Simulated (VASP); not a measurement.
# Si3Br (R-3m) in VASP: single point with PBE

Aim: the single point of Si3Br with PBE.

Program: VASP 6.6.1. These are calculated values, not measurements. Logs are shortened: lines on timing, memory, paths and dates and some standing lists are left out, and cuts for length are marked.

## 1. The cell of the first run

The structure is trigonal, space group R-3m (No. 166). Conventional cell: a = 3.904 Å, b = 3.904 Å, c = 44.754 Å, α = 90.00°, β = 90.00°, γ = 120.00°. Si (site symmetry 3m) has 1 Br at 2.24 Å and 3 Si at 2.37 Å within 3.0 Å. Si (site symmetry 3m) has 4 Si at 2.37 Å within 3.1 Å. Within 3.1 Å of Si (site symmetry 3m) lie 4 Si at 2.37 to 2.38 Å. Within 3.0 Å of Br (site symmetry 3m) lie 1 Si at 2.24 Å.

## 2. Single point, PBE

Contents of INCAR:

```
PREC     = Accurate       # precision mode
ENCUT    = 520            # plane-wave cutoff, eV
EDIFF    = 1E-6           # SCF threshold, eV
ISMEAR   = 0              # smearing method
SIGMA    = 0.2            # smearing width, eV
LREAL    = F              # projectors in reciprocal space
LASPH    = T              # aspherical terms in the spheres
NELM     = 80             # most SCF steps
ALGO     = Normal         # electronic algorithm
ISIF     = 2              # what is computed and relaxed
LWAVE    = F              # write WAVECAR
LCHARG   = T              # write CHGCAR
GGA      = PE             # functional
LELF     = T              # ELF
LVHAR    = T            
NBANDS   = 29             # bands
```

Contents of KPOINTS:

```
regular mesh
0
Gamma
  5 5 5
```

Contents of POSCAR:

```
Si3Br
1.0
    1.9522450214      1.1271291886     14.9181270961
   -1.9522450214      1.1271291886     14.9181270961
    0.0000000000     -2.2542583772     14.9181270961
Si Br
6 2
Direct
    0.0782215585      0.0782215585      0.0782215585
    0.3948698968      0.3948698968      0.3948698968
    0.3419148205      0.3419148205      0.3419148205
    0.6580851795      0.6580851795      0.6580851795
    0.9217784415      0.9217784415      0.9217784415
    0.6051301032      0.6051301032      0.6051301032
    0.1283771725      0.1283771725      0.1283771725
    0.8716228275      0.8716228275      0.8716228275
```

Potentials or basis: VASP PAW PBE potentials, release 64 (Si, Br).

Run with:

```console
> cat potpaw_PBE.64/Si/POTCAR potpaw_PBE.64/Br/POTCAR > POTCAR
> mpirun -np 1 vasp_std > vasp.out
```

OUTCAR:

```text
PREC = Accurate
   ENCUT = 520
   EDIFF = 1E-6
   ISMEAR = 0
   LREAL = F
   LASPH = T
   NELM = 80
   ISIF = 2
   GGA = PE

 ion  position               nearest neighbor table
   1  0.078  0.078  0.078-   7 2.24   2 2.37   2 2.37   2 2.37
   2  0.395  0.395  0.395-   3 2.37   1 2.37   1 2.37   1 2.37
   3  0.342  0.342  0.342-   2 2.37   4 2.38   4 2.38   4 2.38
   4  0.658  0.658  0.658-   6 2.37   3 2.38   3 2.38   3 2.38
   5  0.922  0.922  0.922-   8 2.24   6 2.37   6 2.37   6 2.37
   6  0.605  0.605  0.605-   4 2.37   5 2.37   5 2.37   5 2.37
   7  0.128  0.128  0.128-   1 2.24
   8  0.872  0.872  0.872-   5 2.24

  LATTYP: Found a trigonal (rhomboedric) cell.
 ALAT       =    15.0874847767
 COS(alpha) =     0.9665138704

  Lattice vectors:

 A1 = (   1.9522450214,   1.1271291886,  14.9181270961)
 A2 = (  -1.9522450214,   1.1271291886,  14.9181270961)
 A3 = (   0.0000000000,  -2.2542583772,  14.9181270961)

Analysis of symmetry for initial positions (statically):
=====================================================================
 Subroutine PRICEL returns:
 Original cell was already a primitive cell.

 Routine SETGRP: Setting up the symmetry group for a
 trigonal (rhombohedral) supercell.

 Subroutine GETGRP returns: Found 12 space group operations
 (whereof 12 operations were pure point group operations)
 out of a pool of 12 trial point group operations.

The static configuration has the point symmetry D_3d.

Analysis of symmetry for dynamics (positions and initial velocities):
=====================================================================
 Subroutine PRICEL returns:
 Original cell was already a primitive cell.

 Routine SETGRP: Setting up the symmetry group for a
 trigonal (rhombohedral) supercell.

 Subroutine GETGRP returns: Found 12 space group operations
 (whereof 12 operations were pure point group operations)
 out of a pool of 12 trial point group operations.

The dynamic configuration has the point symmetry D_3d.

 Subroutine INISYM returns: Found 12 space group operations
 (whereof 12 operations are pure point group operations),
 and found     1 'primitive' translations

----------------------------------------------------------------------------------------

                                     Primitive cell

  volume of cell :     196.9580

  direct lattice vectors                    reciprocal lattice vectors
     1.952245021  1.127129189 14.918127096     0.256115393  0.147868291  0.022344181
    -1.952245021  1.127129189 14.918127096    -0.256115393  0.147868291  0.022344181
     0.000000000 -2.254258377 14.918127096     0.000000000 -0.295736582  0.022344181

  length of vectors
    15.087484777 15.087484777 15.087484777     0.296579480  0.296579480  0.296579480

  position of ions in fractional coordinates (direct lattice)
     0.078221558  0.078221558  0.078221558
     0.394869897  0.394869897  0.394869897
     0.341914821  0.341914821  0.341914821
     0.658085179  0.658085179  0.658085179
     0.921778442  0.921778442  0.921778442
     0.605130103  0.605130103  0.605130103
     0.128377173  0.128377173  0.128377173
     0.871622827  0.871622827  0.871622827

  ion indices of the primitive-cell ions
   primitive index   ion index
                 1           1
                 2           2
                 3           3
                 4           4
                 5           5
                 6           6
                 7           7
                 8           8

----------------------------------------------------------------------------------------

 KPOINTS: regular mesh

Automatic generation of k-mesh.
 Grid dimensions read from file:
 generate k-points for:    5    5    5

 Generating k-lattice:

  Cartesian coordinates                     Fractional coordinates (reciprocal lattice)
     0.051223079  0.029573658  0.004468836     0.200000000 -0.000000000  0.000000000
    -0.051223079  0.029573658  0.004468836    -0.000000000  0.200000000  0.000000000
     0.000000000 -0.059147316  0.004468836     0.000000000  0.000000000  0.200000000

  Length of vectors
     0.059315896  0.059315896  0.059315896

  Shift w.r.t. Gamma in fractional coordinates (k-lattice)
     0.000000000  0.000000000  0.000000000

 Subroutine IBZKPT returns following result:
 ===========================================

 Found     19 irreducible k-points:

 Following reciprocal coordinates:
            Coordinates               Weight
  0.000000  0.000000  0.000000      1.000000
  0.200000  0.000000  0.000000      6.000000
  0.400000  0.000000  0.000000      6.000000
  0.200000  0.200000  0.000000      6.000000
  0.400000  0.200000  0.000000     12.000000
 -0.400000  0.200000 -0.000000     12.000000
[... 11 lines left out ...]
  0.400000  0.400000  0.400000      2.000000
 -0.400000  0.400000  0.400000      6.000000
   k-points           NKPTS =     19   k-points in BZ     NKDIM =     19   number of bands    NBANDS=     29
   number of dos      NEDOS =    301   number of ions     NIONS =      8
   total plane-waves  NPLWV = ******
   dimension x,y,z NGX =   112 NGY =  112 NGZ =  112
   dimension x,y,z NGXF=   224 NGYF=  224 NGZF=  224
   ions per type =               6   2
   NGX,Y,Z   is equivalent  to a cutoff of  12.34, 12.34, 12.34 a.u.
   NGXF,Y,Z  is equivalent  to a cutoff of  24.68, 24.68, 24.68 a.u.
 SYSTEM =  unknown system
   PREC   = accura    normal or accurate (medium, high low for compatibility)
   ISTART =      0    job   : 0-new  1-cont  2-samecut
   ICHARG =      2    charge: 1-file 2-atom 10-const
   ISPIN  =      1    spin polarized calculation?
   LNONCOLLINEAR =      F non collinear calculations
   LSORBIT =      F    spin-orbit coupling
   LASPH  =      T    aspherical Exc in radial PAW
   ENCUT  =  520.0 eV  38.22 Ry    6.18 a.u.  28.05 28.05 28.05*2*pi/ulx,y,z
   NELM   =     80;   NELMIN=  2; NELMDL= -5     # of ELM steps
   EDIFF  = 0.1E-05   stopping-criterion for ELM
   LREAL  =      F    real-space projection
   EDIFFG = 0.1E-04   stopping-criterion for IOM
   NSW    =      0    number of steps for IOM
   IBRION =     -1    ionic relax: 0-MD 1-quasi-New 2-CG
   NFREE  =      0    steps in history (QN), initial steepest desc. (CG)
   ISIF   =      2    stress and relaxation
   ISYM   =      2    0-nonsym 1-usesym 2-fastsym
   POTIM  = 0.5000    time-step for ionic-motion
   TEBEG  =    0.0;   TEEND  =   0.0 temperature during run
   PSTRESS=    0.0 pullay stress
   NELECT =      38.0000    total number of electrons
   NUPDOWN=      -1.0000    fix difference up-down
   EMIN   =  10.00;   EMAX   =-10.00  energy-range for DOS
   EFERMI =   0.00;   METHOD = LEGACY
   ISMEAR =     0;   SIGMA  =   0.20  broadening in eV -4-tet -1-fermi 0-gaus
   EFERMI_NEDOS =   21; number of points for ismear=-14 and -15
   IALGO  =     38    algorithm
   IMIX   =      4    mixing-type and parameters
     AMIX     =   0.40;   BMIX     =  1.00
     AMIX_MAG =   1.60;   BMIX_MAG =  1.00
  volume/ion in A,a.u.               =      24.62       166.14
  Fermi-wavevector in a.u.,A,eV,Ry     =   0.945972  1.787627 12.175344  0.894863
  Thomas-Fermi vector in A             =   2.073925
   LORBIT       =      0    0 simple, 1 ext, 2 COOP (PROOUT), +10 PAW based schemes
   GGA     = PE    functional components
   LHFCALC =     F    Hartree Fock is set to
   AEXX    =    0.0000 exact exchange contribution
   IVDW    =     0    specifies the selected vdW correction
   LEPSILON=     F    determine dielectric tensor
   LRPA    =     F    only Hartree local field effects (RPA)
 non-spin polarized calculation
 Gauss-broadening in eV      SIGMA  =   0.20
  energy-cutoff  :      520.00
  volume of cell :      196.96
 maximum number of plane-waves:      5341
   NGX = 57   NGY = 57   NGZ = 57

 number of electron      37.9999999 magnetization

 Free energy of the ion-electron system (eV)
  ---------------------------------------------------
  ext. energy  EPLUGINS =         0.00000000
  ---------------------------------------------------
  free energy    TOTEN  =       -37.47952309 eV

  energy without entropy =      -37.47940114  energy(sigma->0) =      -37.47946212

 E-fermi :   3.8541     XC(G=0):  -8.5943

 val. band max:        3.4131468073   @ k =   0.4000   0.4000   0.4000
 cond. band min:       4.3392055026   @ k =  -0.4000  -0.4000   0.2000
 fundamental gap:      0.9260586953
 Fermi energy:         3.8540938826

 k-point     1 :       0.0000    0.0000    0.0000
  band No.  band energies     occupation
      1     -11.7111      2.00000
      2     -11.6269      2.00000
      3      -8.0282      2.00000
      4      -7.2217      2.00000
      5      -6.3689      2.00000
      6      -2.7402      2.00000
[... 21 lines left out ...]
     28       6.8410      0.00000
     29       6.8410      0.00000

 k-point     2 :       0.2000    0.0000    0.0000
  band No.  band energies     occupation
      1     -11.6074      2.00000
      2     -11.5356      2.00000
      3      -7.5950      2.00000
      4      -6.8126      2.00000
      5      -5.9500      2.00000
      6      -2.6942      2.00000
[... 21 lines left out ...]
     28       8.0288      0.00000
     29       8.5392      0.00000

 k-point     3 :       0.4000    0.0000    0.0000
  band No.  band energies     occupation
      1     -11.4249      2.00000
      2     -11.3865      2.00000
      3      -6.4111      2.00000
      4      -5.7395      2.00000
      5      -4.9077      2.00000
      6      -3.6029      2.00000
[... 478 lines left out ...]
      5      -6.3448      2.00000
      6      -2.8876      2.00000
[... 21 lines left out ...]
     28       6.8451      0.00000
     29       6.8451      0.00000

 k-point    19 :      -0.4000    0.4000    0.4000
  band No.  band energies     occupation
      1     -11.6073      2.00000
      2     -11.5358      2.00000
      3      -7.5902      2.00000
      4      -6.8305      2.00000
      5      -5.9281      2.00000
      6      -2.8159      2.00000
[... 21 lines left out ...]
     28       8.0148      0.00000
     29       8.5028      0.00000

------------------------ aborting loop because EDIFF is reached ----------------------------------------

  FORCE on cell =-STRESS in cart. coord.  units (eV):
  Direction    XX          YY          ZZ          XY          YZ          ZX
  --------------------------------------------------------------------------------------
  -------------------------------------------------------------------------------------
  Total        0.0928825      0.0928825      0.3644640      0.0000000      0.0000000     -0.0000000
  in kB        0.7555630      0.7555630      2.9647742      0.0000000      0.0000000     -0.0000000
  external PRESSURE =       1.4919667 kB  Pullay stress =       0.0000000 kB

 VOLUME and BASIS-vectors are now :
 -----------------------------------------------------------------------------
  energy-cutoff  :      520.00
  volume of cell :      196.96
      direct lattice vectors                 reciprocal lattice vectors
     1.952245021  1.127129189 14.918127096     0.256115393  0.147868291  0.022344181
    -1.952245021  1.127129189 14.918127096    -0.256115393  0.147868291  0.022344181
     0.000000000 -2.254258377 14.918127096     0.000000000 -0.295736582  0.022344181

 POSITION                                       TOTAL-FORCE (eV/Angst)
 -----------------------------------------------------------------------------------
      0.00000      0.00000      3.50076         0.000000     -0.000000      0.024594
      0.00000      0.00000     17.67216         0.000000      0.000000     -0.044758
      0.00000      0.00000     15.30219         0.000000      0.000000      0.042092
      0.00000      0.00000     29.45220         0.000000     -0.000000     -0.042092
      0.00000      0.00000     41.25362         0.000000     -0.000000     -0.024594
      0.00000      0.00000     27.08222         0.000000     -0.000000      0.044758
      0.00000      0.00000      5.74544         0.000000      0.000000      0.015467
      0.00000      0.00000     39.00894         0.000000      0.000000     -0.015467
 -----------------------------------------------------------------------------------
    total drift:                               -0.000000     -0.000000     -0.000000

  FREE ENERGIE OF THE ION-ELECTRON SYSTEM (eV)
  ---------------------------------------------------
  free  energy   TOTEN  =       -37.4795230946 eV

  energy  without entropy=      -37.4794011370  energy(sigma->0) =      -37.47946212
```

Run time: 28 min. Hardware: 1 thread of Intel Xeon Platinum 8488C (Sapphire Rapids), shared host; peak memory 2.1 GiB.

What came out:

| Property | Result |
| --- | --- |
| Free energy | -37.4795 eV |
| Pressure | 0.1 GPa |
| Largest force | 0.045 eV/Å |
| Band gap on the k mesh | 0.93 eV (least direct gap 1.31 eV) |

Forces in eV/Å, atoms in the order of the input:
```
Si   0.000  0.000  0.025
Si   0.000  0.000 -0.045
Si   0.000  0.000  0.042
Si   0.000  0.000 -0.042
Si   0.000  0.000 -0.025
Si   0.000  0.000  0.045
Br   0.000  0.000  0.015
Br   0.000  0.000 -0.015
```

Stress tensor (GPa, compression positive):
```
0.08 0.00 0.00
0.00 0.08 0.00
0.00 0.00 0.30
```

A k mesh can miss the band edges.
